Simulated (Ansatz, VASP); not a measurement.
**Two plane-wave programs on Ni**

```
Ni
1.0
     0.00000    1.75997    1.75997
     1.75997    0.00000    1.75997
     1.75997    1.75997    0.00000
Ni
1
Direct
  0.00000 0.00000 0.00000
```

Alike in both runs: functional PBE; k mesh 10 × 10 × 10; occupations gaussian, width 0.1 eV; collinear spin.

Ansatz relaxed the structure, and its values are those at the end. VASP's run is a single point on that final structure, the one shown.

|  | VASP | Ansatz |
| --- | --- | --- |
| version | VASP 6.6.1 | Ansatz 0.2.0 |
| potentials or method | VASP PAW PBE potentials, release 64 (Ni), cutoff 520 eV | scalar-relativistic, plane waves, PAW |
| valence electrons in the cell | 10 | 18 |

|  | VASP | Ansatz | Ansatz less VASP |
| --- | --- | --- | --- |
| gap on the k mesh at the Fermi level (eV) | none | none | - |
| pressure (GPa) | 0.2 | 0.3 | +0.07 |
| net moment per atom (μB) | 0.72 | 0.73 | +0.013 |
| size of the moment on the site where the two differ most (μB) | 0.73 | 0.77 | +0.039 |

Site moments also hang on the region over which each program counts them. A gap of «none» marks a metal or a gap that the smearing closes. With one functional, cell and mesh, what is left measures potentials, basis and numerics. VASP's potentials hold 10 valence electrons a cell and Ansatz's 18, so a difference there can come from the potentials and not from the codes.
